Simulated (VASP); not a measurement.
## GaN: single point with PBE

The system is GaN.

```
Ga N
1.0
     3.27864    0.00000    0.00000
    -1.63932    2.83939    0.00000
     0.00000    0.00000    5.11071
Ga N
2 2
Direct
  0.33333 0.66667 0.99577
  0.66667 0.33333 0.49577
  0.33333 0.66667 0.37923
  0.66667 0.33333 0.87923
```

This cell differs from its parent crystal: epitaxial xy strain +3.0%.

```json
{"Program": "VASP 6.6.1", "Task": "single point", "Functional": "PBE", "Potentials or basis": "VASP PAW PBE potentials, release 64 (Ga_d, N)", "Cutoff": "520 eV", "k mesh": "12 × 12 × 6", "Occupations": "fermi-dirac, width 0.02 eV", "Spin": "no spin polarisation"}
```

```
Pressure               : -1.8 GPa
Largest force          : 0.026 eV/Å
Band gap on the k mesh : 1.56 eV
```

Forces in eV/Å, atoms in the order of the input:
```
Ga   0.000  0.000 -0.026
Ga   0.000  0.000 -0.026
N    0.000  0.000  0.026
N    0.000  0.000  0.026
```

Stress tensor (GPa, compression positive):
```
-5.64  0.00  0.00
 0.00 -5.64  0.00
 0.00  0.00  6.02
```

Levels at points of the mesh, in eV from the valence-band top:
| k point | band 14 | band 15 | band 16 | band 17 | band 18 | band 19 | band 20 | band 21 | band 22 | band 23 |
| --- | --- | --- | --- | --- | --- | --- | --- | --- | --- | --- |
| (0.00, 0.00, 0.00) | -1.28 | -1.28 | -0.18 | -0.18 | 0.00 | 1.56 | 3.42 | 9.19 | 9.19 | 9.19 |
| (0.50, 0.00, 0.00) | -5.15 | -4.08 | -2.89 | -2.13 | -1.07 | 4.52 | 5.19 | 6.19 | 8.24 | 10.14 |
| (0.00, 0.00, 0.50) | -3.64 | -0.74 | -0.74 | -0.74 | -0.74 | 3.74 | 3.74 | 8.32 | 8.32 | 9.70 |
| (0.50, 0.00, 0.50) | -6.52 | -2.06 | -2.06 | -1.71 | -1.71 | 4.26 | 4.26 | 7.44 | 7.44 | 9.61 |

Wall time 33 s on 1 thread of Intel(R) Xeon(R) 6975P-C (Granite Rapids), on a shared host, peak memory 0.21 GiB.

Caveat: the cell differs from its parent crystal (epitaxial xy strain +3.0%).
